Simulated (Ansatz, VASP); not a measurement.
## One calculation of Be2ZnSe3, two programs

```
Be Zn Se
1.0
     3.79068    0.00000    0.00000
    -1.89534    3.28282    0.00000
     0.00000    0.00000    9.33872
Be Zn Se
2 1 3
Direct
  0.66667 0.33333 0.34190
  0.33333 0.66667 0.65765
  0.00000 0.00000 0.99644
  0.66667 0.33333 0.10328
  0.33333 0.66667 0.41761
  0.00000 0.00000 0.73311
```

Alike in both runs: functional PBE; k mesh 6 × 6 × 2; occupations gaussian, width 0.1 eV; no spin polarisation.

Ansatz relaxed the structure, and its values are those at the end. VASP's run is a single point on that final structure, the one shown.

|  | VASP | Ansatz |
| --- | --- | --- |
| version | VASP 6.6.1 | Ansatz 0.2.0 |
| potentials or method | VASP PAW PBE potentials, release 64 (Be, Zn, Se), cutoff 520 eV | scalar-relativistic, plane waves, PAW |
| valence electrons in the cell | 34 | 64 |

|  | VASP | Ansatz | Ansatz less VASP |
| --- | --- | --- | --- |
| gap on the k mesh at the Fermi level (eV) | 2.36 | 2.37 | +0.010 |
| least direct gap on the mesh (eV) | 2.52 | 2.52 | -0.001 |
| pressure (GPa) | 0.2 | 0.0 | -0.19 |
| rms of the force components (eV/Å) | 0.009 | 0.007 | -0.0022 |

VASP's potentials hold 34 valence electrons a cell and Ansatz's 64, so a difference there can come from the potentials and not from the codes.
